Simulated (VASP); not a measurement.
# GeS (Pnma) in VASP: further runs, part 2 of 2

VASP 6.6.1. The steps go on from the part before.

## (3) Single point, PBE

Contents of INCAR:

```
  PREC = Accurate
  ENCUT = 500
  EDIFF = 1E-6
  ISMEAR = 0
  SIGMA = 0.01
  LREAL = F
  LASPH = T
  NELM = 120
  ALGO = Normal
  ISIF = 2
  LWAVE = F
  LCHARG = F
  GGA = PE
  NBANDS = 50
  GGA_COMPAT = F
```

Contents of KPOINTS:

```
regular mesh
0
Gamma
  4 8 6
```

Contents of POSCAR:

```
GeS
1.0
   10.7839983750      0.0000000000      0.0000000000
    0.0000000000      3.6664577943      0.0000000000
    0.0000000000      0.0000000000      4.4561384115
Ge S
4 4
Direct
    0.1259922986      0.2500000000      0.6349351654
    0.8740077014      0.7500000000      0.3650648346
    0.3740077014      0.7500000000      0.1349351654
    0.6259922986      0.2500000000      0.8650648346
    0.8470570952      0.2500000000      0.0029705353
    0.1529429048      0.7500000000      0.9970294647
    0.6529429048      0.7500000000      0.5029705353
    0.3470570952      0.2500000000      0.4970294647
```

Potentials or basis: VASP PAW PBE potentials, release 64 (Ge_d, S).

Started as:

```console
> cat potpaw_PBE.64/Ge_d/POTCAR potpaw_PBE.64/S/POTCAR > POTCAR
> mpirun -np 1 vasp_std > vasp.out
```

OUTCAR:

```text
PREC = Accurate
   ENCUT = 500
   EDIFF = 1E-6
   ISMEAR = 0
   LREAL = F
   LASPH = T
   NELM = 120
   ISIF = 2
   GGA = PE

 ion  position               nearest neighbor table
   1  0.126  0.250  0.635-   6 2.46   6 2.46   8 2.46
   2  0.874  0.750  0.365-   5 2.46   5 2.46   7 2.46
   3  0.374  0.750  0.135-   8 2.46   8 2.46   6 2.46
   4  0.626  0.250  0.865-   7 2.46   7 2.46   5 2.46
   5  0.847  0.250  0.003-   2 2.46   2 2.46   4 2.46
   6  0.153  0.750  0.997-   1 2.46   1 2.46   3 2.46
   7  0.653  0.750  0.503-   4 2.46   4 2.46   2 2.46
   8  0.347  0.250  0.497-   3 2.46   3 2.46   1 2.46

  LATTYP: Found a simple orthorhombic cell.
 ALAT       =     3.6664577943
 B/A-ratio  =     1.2153797102
 C/A-ratio  =     2.9412580152

  Lattice vectors:

 A1 = (   0.0000000000,   3.6664577943,   0.0000000000)
 A2 = (   0.0000000000,   0.0000000000,   4.4561384115)
 A3 = (  10.7839983750,   0.0000000000,   0.0000000000)

Analysis of symmetry for initial positions (statically):
=====================================================================
 Subroutine PRICEL returns:
 Original cell was already a primitive cell.

 Routine SETGRP: Setting up the symmetry group for a
 simple orthorhombic supercell.

 Subroutine GETGRP returns: Found  8 space group operations
 (whereof  2 operations were pure point group operations)
 out of a pool of  8 trial point group operations.

The static configuration has the point symmetry S_2 .
 The point group associated with its full space group is D_2h.

Analysis of symmetry for dynamics (positions and initial velocities):
=====================================================================
 Subroutine PRICEL returns:
 Original cell was already a primitive cell.

 Routine SETGRP: Setting up the symmetry group for a
 simple orthorhombic supercell.

 Subroutine GETGRP returns: Found  8 space group operations
 (whereof  2 operations were pure point group operations)
 out of a pool of  8 trial point group operations.

The dynamic configuration has the point symmetry S_2 .
 The point group associated with its full space group is D_2h.

[... 132 lines left out ...]
  Fermi-wavevector in a.u.,A,eV,Ry     =   1.258278  2.377800 21.541591  1.583262
  Thomas-Fermi vector in A             =   2.391895
   LORBIT       =      0    0 simple, 1 ext, 2 COOP (PROOUT), +10 PAW based schemes
   GGA     = PE    functional components
   LHFCALC =     F    Hartree Fock is set to
   AEXX    =    0.0000 exact exchange contribution
   IVDW    =     0    specifies the selected vdW correction
   LEPSILON=     F    determine dielectric tensor
   LRPA    =     F    only Hartree local field effects (RPA)
 non-spin polarized calculation
 Gauss-broadening in eV      SIGMA  =   0.01
  energy-cutoff  :      500.00
  volume of cell :      176.19
 maximum number of plane-waves:      4504
 NGX is ok and might be reduce to    80
   NGX = 39   NGY = 13   NGZ = 17

 number of electron      79.9999993 magnetization

 Free energy of the ion-electron system (eV)
  ---------------------------------------------------
  ext. energy  EPLUGINS =         0.00000000
  ---------------------------------------------------
  free energy    TOTEN  =       -36.64959550 eV

  energy without entropy =      -36.64959550  energy(sigma->0) =      -36.64959550

 E-fermi :   4.4061     XC(G=0):  -9.7487

 val. band max:        4.2788061310   @ k =   0.0000   0.0000   0.0000
 cond. band min:       5.5167369921   @ k =   0.0000   0.0000   0.0000
 fundamental gap:      1.2379308610
 Fermi energy:         4.4061353739

 k-point     1 :       0.0000    0.0000    0.0000
  band No.  band energies     occupation
      1     -20.1093      2.00000
      2     -20.1075      2.00000
      3     -20.1028      2.00000
      4     -20.1016      2.00000
      5     -20.1004      2.00000
      6     -20.0996      2.00000
[... 1261 lines left out ...]
     49       9.0448      0.00000
     50       9.0450      0.00000

 [... further k-points ...]
[... 5 lines left out ...]
  --------------------------------------------------------------------------------------
  -------------------------------------------------------------------------------------
  Total       -0.0978984     -0.1281113     -0.0590259      0.0000000      0.0000000      0.0000000
  in kB       -0.8902279     -1.1649648     -0.5367448      0.0000000      0.0000000      0.0000000
  external PRESSURE =      -0.8639792 kB  Pullay stress =       0.0000000 kB

 VOLUME and BASIS-vectors are now :
 -----------------------------------------------------------------------------
  energy-cutoff  :      500.00
  volume of cell :      176.19
      direct lattice vectors                 reciprocal lattice vectors
    10.783998375  0.000000000  0.000000000     0.092729984  0.000000000  0.000000000
     0.000000000  3.666457794  0.000000000     0.000000000  0.272742810  0.000000000
     0.000000000  0.000000000  4.456138411     0.000000000  0.000000000  0.224409546

 POSITION                                       TOTAL-FORCE (eV/Angst)
 -----------------------------------------------------------------------------------
      1.35870      0.91661      2.82936         0.000658      0.000000     -0.005349
      9.42530      2.74984      1.62678        -0.000658     -0.000000      0.005349
      4.03330      2.74984      0.60129        -0.000658      0.000000     -0.005349
      6.75070      0.91661      3.85485         0.000658     -0.000000      0.005349
      9.13466      0.91661      0.01324         0.000045     -0.000000     -0.004856
      1.64934      2.74984      4.44290        -0.000045     -0.000000      0.004856
      7.04134      2.74984      2.24131        -0.000045     -0.000000     -0.004856
      3.74266      0.91661      2.21483         0.000045     -0.000000      0.004856
 -----------------------------------------------------------------------------------
    total drift:                               -0.000000      0.000000      0.000000

  FREE ENERGIE OF THE ION-ELECTRON SYSTEM (eV)
  ---------------------------------------------------
  free  energy   TOTEN  =       -36.6495955014 eV

  energy  without entropy=      -36.6495955014  energy(sigma->0) =      -36.64959550
```

Run time: 8.4 min. Hardware: 1 thread of Intel Xeon 8259CL, shared host; peak memory 0.5 GiB.

Results:

| Item | Value |
| --- | --- |
| Free energy | -36.6496 eV |
| Pressure | -0.1 GPa |
| Largest force | 0.005 eV/Å |
| Band gap on the k mesh | 1.24 eV, direct |

Forces on the atoms (eV/Å):
```
Ge   0.001  0.000 -0.005
Ge  -0.001  0.000  0.005
Ge  -0.001  0.000 -0.005
Ge   0.001  0.000  0.005
S    0.000  0.000 -0.005
S    0.000  0.000  0.005
S    0.000  0.000 -0.005
S    0.000  0.000  0.005
```

A k mesh can miss the band edges.
